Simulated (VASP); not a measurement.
Runs of VASP 6.6.1 on ScSbSe3. The structure is that of space group P6/mmm (No. 191), or close to it. The cells are those of the table. The cell was generated, and may not be a known phase.

| task | cell | k mesh | cutoff (eV) | gap on the mesh (eV) | pressure (GPa) | relaxed volume (Å³/atom) |
| --- | --- | --- | --- | --- | --- | --- |
| single point | a = 5.661, b = 5.661, c = 5.706 Å, angles 90.0, 90.0, 120.0°, 5 atoms | 3 × 3 × 4 | 520 | none | -0.1 | - |
| relaxation of cell and atoms | relaxed from a = 6.000, b = 6.000, c = 4.931 Å, angles 90.0, 90.0, 120.0°, 5 atoms | 3 × 3 × 4 | 600 | none | -0.1 | 31.68 |
| single point | a = 5.630, b = 5.630, c = 5.701 Å, angles 90.0, 90.0, 120.0°, 5 atoms | 6 × 6 × 4 | 520 | none | (a) | - |
| single point | a = 6.000, b = 6.000, c = 4.931 Å, angles 90.0, 90.0, 120.0°, 5 atoms | 3 × 3 × 4 | 520 | none | 1.6 | - |
| single point | a = 5.637, b = 5.637, c = 5.721 Å, angles 90.0, 90.0, 120.0°, 5 atoms | 12 × 12 × 8 | 520 | none | (b) | - |
| relaxation of cell and atoms | relaxed from a = 5.661, b = 5.661, c = 5.706 Å, angles 90.0, 90.0, 120.0°, 5 atoms | 6 × 6 × 4 | 600 | none | 0.1 | 31.39 |

Alike in all rows: level PBE; potentials or basis VASP PAW PBE potentials, release 64 (Sc_sv, Sb, Se); no spin polarisation; smearing gaussian 0.1 eV.

Fill in the values left out.

(a) 0.2; (b) 0.0.

Caveats: some runs use coarse meshes; spin-orbit coupling is left out, which moves the levels of the heavy elements; a cell axis changed by over 15 % at a fixed basis, so the end point is rough (at least some runs).

A k mesh can miss the band edges, and the runs leave out spin-orbit coupling on Sb, Se.

A gap of «none» marks levels without a gap at the run's occupations.
